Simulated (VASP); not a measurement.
**Si: relaxation of cell and atoms with r2SCAN**

Crystal: Si.

```xyz
6
Lattice="3.8403 0.0000 0.0000 -1.9201 3.3258 0.0000 0.0000 0.0000 9.4068" Properties=species:S:1:pos:R:3 pbc="T T T"
Si    0.0000    0.0000    0.0000
Si    0.0000    0.0000    2.3517
Si    0.0000    2.2172    3.1356
Si    0.0000    2.2172    5.4873
Si    1.9201    1.1086    6.2712
Si    1.9201    1.1086    8.6229
```

```yaml
Program: VASP 6.6.1
Task: relaxation of cell and atoms
Functional: r2SCAN
Potentials_or_basis: VASP PAW PBE potentials, release 64 (Si)
Cutoff: 600 eV
k_mesh: 8 × 8 × 4
Occupations: gaussian, width 0.03 eV
Spin: no spin polarisation
Dipole_correction: no
Further_INCAR_settings: ALGO = Normal; EDIFF = 1e-06; IBRION = 2; EDIFFG = -0.002; NSW = 80; ISIF = 3
```

```yaml
Relaxed_volume: 20.12 Å³/atom
Relaxed_cell: a = 3.847 Å, b = 3.847 Å, c = 9.421 Å, α = 90.00°, β = 90.00°, γ = 120.00°
Space_group_after_relaxing_to_0.05_Å: Fd-3m (No. 227)
Energy_gained_by_relaxing: 0.1 meV/atom
Ionic_steps: 3
Pressure_after_relaxing: 0.0 GPa
Band_gap_on_the_k_mesh: 0.82 eV
```

Step by step:
```tsv
step	energy change (eV)	largest force (eV/Å)	pressure (GPa)	volume (Å³)
1	0.0000	0.0015	0.48	120.14
2	-0.0003	0.0022	-0.37	121.20
3	-0.0009	0.0019	0.01	120.73
```

Final structure:
```
CELL_PARAMETERS angstrom
3.84667 0.00000 0.00000
-1.92333 3.33131 0.00000
0.00000 0.00000 9.42107
ATOMIC_POSITIONS crystal
Si 0.00000 0.00000 0.00000
Si 0.00000 0.00000 0.25000
Si 0.33333 0.66667 0.33333
Si 0.33333 0.66667 0.58334
Si 0.66667 0.33333 0.66666
Si 0.66667 0.33333 0.91667
```

Levels at points of the mesh, in eV from the valence-band top:
| k point | band 10 | band 11 | band 12 | band 13 | band 14 | band 15 |
| --- | --- | --- | --- | --- | --- | --- |
| (0.00, 0.00, 0.00) | 0.00 | 0.00 | 0.00 | 2.09 | 2.09 | 2.75 |
| (0.50, 0.00, 0.00) | -2.87 | -1.87 | -1.87 | 0.93 | 0.93 | 2.31 |
| (0.00, 0.00, 0.50) | -0.48 | -0.48 | -0.48 | 1.86 | 2.66 | 2.66 |
| (0.50, 0.00, 0.50) | -2.69 | -1.27 | -1.27 | 1.29 | 1.29 | 1.87 |

Wall time 7 min on 1 thread of AMD EPYC 9R45 96-Core Processor (Zen 5), with other jobs on the host, peak memory 0.29 GiB.

Caveat: the PAW data sets were made with another functional, which shifts forces and pressure a little. r2SCAN opens gaps a little over a GGA but as a rule still falls short of measured ones.
